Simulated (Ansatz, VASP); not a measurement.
## Two plane-wave programs on Li2S

Contents of INCAR:

```
  ALGO = Normal
  EDIFF = 1E-6
  ENCUT = 750
  GGA = PS
  GGA_COMPAT = F
  ISIF = 2
  ISMEAR = -1
  LASPH = T
  LCHARG = F
  LREAL = F
  LWAVE = F
  NBANDS = 13
  NELM = 120
  PREC = Accurate
  SIGMA = 0.03
```

The input KPOINTS:

```
k-points
0
Gamma
  9 9 9
```

POSCAR

```
Li2S
1.0
    0.0000000000      2.1797671804      2.1797671804
    2.1797671804      0.0000000000      2.1797671804
    2.1797671804      2.1797671804      0.0000000000
Li S
2 1
Direct
    0.2500000000      0.2500000000      0.2500000000
    0.7500000000      0.7500000000      0.7500000000
    0.0000000000      0.0000000000      0.0000000000
```

Input for Ansatz:

```yaml
crystal:
  lattice:
    - [0.0, 2.1797671804, 2.1797671804]
    - [2.1797671804, 0.0, 2.1797671804]
    - [2.1797671804, 2.1797671804, 0.0]
  atoms:
    - { symbol: Li, position: [0.25, 0.25, 0.25] }
    - { symbol: Li, position: [0.75, 0.75, 0.75] }
    - { symbol: S, position: [0.0, 0.0, 0.0] }
kpoints:
  mp_grid: { grid: [9, 9, 9] }
  band_path:
    path:
      - [0.0, 0.0, 0.0]
      - [0.5, 0.0, 0.5]
      - [0.625, 0.25, 0.625]
      - [0.375, 0.375, 0.75]
      - [0.0, 0.0, 0.0]
      - [0.5, 0.5, 0.5]
      - [0.5, 0.25, 0.75]
      - [0.5, 0.0, 0.5]
    npoints: 6
scf:
  occupations: { method: fermi_dirac, width: 0.03 }
hamiltonian:
  xc: pbesol
  pseudopotentials: { kind: paw }
output:
  forces: true
  stress: true
  eigenvalues: true
  populations: true
```

Change from the starting cell: volume scaled by 0.45, PAW files.

Alike in both runs: task single point; functional PBEsol; k mesh 9 × 9 × 9; occupations fermi-dirac, width 0.03 eV; no spin polarisation.

|  | VASP | Ansatz |
| --- | --- | --- |
| version | VASP 6.6.1 | Ansatz 0.2.0 |
| potentials or method | VASP PAW PBE potentials, release 64 (Li_sv, S) | PAW with Ansatz's default frozen-core files, scalar-relativistic |
| plane-wave cutoff (eV) | 750 | 420 |
| valence electrons in the cell | 12 | 12 |

VASP gave:

| Property | Result |
| --- | --- |
| gap on the k mesh at the Fermi level (eV) | 1.54 |
| pressure (GPa) | 147.4 |

Q: Estimate Ansatz's values.

A: gap on the k mesh at the Fermi level (eV): 1.53; pressure (GPa): 146.7.

VASP's potentials were made for PBE, not for PBEsol. Both programs put the cell under a high pressure, so it lies far from rest at this level.

Noted on VASP's run: the cell as given lies far from equilibrium.
